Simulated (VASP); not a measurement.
Set up this calculation in VASP 6.6.1, as the native input.

* Task: single point
* Functional: revPBE
* Potentials or basis: VASP PAW PBE potentials, release 64 (Os)
* Cutoff: 520 eV
* k mesh: 11 × 11 × 11
* Occupations: fermi-dirac, width 0.1 eV
* Spin: no spin polarisation
* Dipole correction: no
* Further INCAR settings: ALGO = Normal; EDIFF = 1e-06; NBANDS = 15

The structure of Os lies in POSCAR:

```
Os
1.0
    0.0000000000      2.8235184895      2.8235184895
    2.8235184895      0.0000000000      2.8235184895
    2.8235184895      2.8235184895      0.0000000000
Os
2
Direct
    0.1250000000      0.1250000000      0.1250000000
    0.8750000000      0.8750000000      0.8750000000
```

This isn't the form of Os at room conditions, which is hcp.

One way to write it, as run:

INCAR

```
  ALGO = Normal
  EDIFF = 1E-6
  ENCUT = 520
  GGA = RE
  ISIF = 2
  ISMEAR = -1
  LASPH = True
  LCHARG = True
  LELF = True
  LREAL = False
  LVHAR = True
  LWAVE = False
  NBANDS = 15
  NELM = 80
  PREC = Accurate
  SIGMA = 0.1
```

KPOINTS

```
k-points
0
Gamma
  11 11 11
```

Potentials or basis: VASP PAW PBE potentials, release 64 (Os).

Launch:

```bash
$ cat potpaw_PBE.64/Os/POTCAR > POTCAR
$ mpirun -np 1 vasp_std > vasp.out
```

It gave:

The pressure is -8.0 GPa and the band gap on the k mesh is zero (bands 8 and 9 overlap by 0.95 eV).

Caveat: the cell stands under tension; the PAW data sets were made with another functional, which shifts forces and pressure a little; spin-orbit coupling is left out, which moves the levels of the heavy elements.

Wall time 48 s on 1 thread of Intel Xeon 8259CL, with other jobs on the host, peak memory 0.18 GiB.
